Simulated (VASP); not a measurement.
Wanted: the native input for a VASP 6.6.1 run.

```
Task                   : single point
Functional             : PBEsol
Potentials or basis    : VASP PAW PBE potentials, release 64 (Ti_sv, Al)
Cutoff                 : 500 eV
k mesh                 : 18 × 10 × 10
Occupations            : gaussian, width 0.15 eV
Spin                   : no spin polarisation
Dipole correction      : no
Further INCAR settings : ALGO = Normal; EDIFF = 1e-06; NBANDS = 18
```

The structure of TiAl3 lies in POSCAR:

```
TiAl3
1.0
    2.7813912058      0.0000000000      0.0000000000
    0.0000000000      4.6710700323      0.0000000000
    0.0000000000      0.0000000000      4.8934030395
Ti Al
1 3
Direct
    0.0000000000      0.5000000000      0.1631682049
    0.5000000000      0.5000000000      0.6640465240
    0.5000000000      0.0000000000      0.3331101826
    0.0101691093      0.0060552017      0.8396740885
```

This cell differs from its parent crystal: atom 4 (Al) moved +0.040 Å along Cartesian [1 1 0].

These files were run (other wordings do the same):

INCAR

```
ALGO = Normal
EDIFF = 1E-6
ENCUT = 500
GGA = PS
GGA_COMPAT = False
ISIF = 2
ISMEAR = 0
LASPH = True
LCHARG = True
LELF = True
LREAL = False
LVHAR = True
LWAVE = False
NBANDS = 18
NELM = 120
PREC = Accurate
SIGMA = 0.15
```

KPOINTS

```
k-points
0
Gamma
  18 10 10
```

Potentials or basis: VASP PAW PBE potentials, release 64 (Ti_sv, Al).

Run with:

```bash
$ cat potpaw_PBE.64/Ti_sv/POTCAR potpaw_PBE.64/Al/POTCAR > POTCAR
$ mpirun -np 1 vasp_std > vasp.out
```

Results of the run:

| Item | Value |
| --- | --- |
| Pressure | 0.1 GPa |
| Largest force | 0.164 eV/Å |
| Band gap on the k mesh | zero (an odd number of electrons rules out a gap without spin polarisation) |

Caveat: the cell differs from its parent crystal (atom 4 (Al) moved +0.040 Å along Cartesian [1 1 0]); the PAW data sets were made with another functional, which shifts forces and pressure a little.

It took 12 min on 1 thread of Intel(R) Xeon(R) Platinum 8259CL CPU @ 2.50GHz (Skylake/Cascade Lake), on a shared host, peak memory 0.91 GiB.
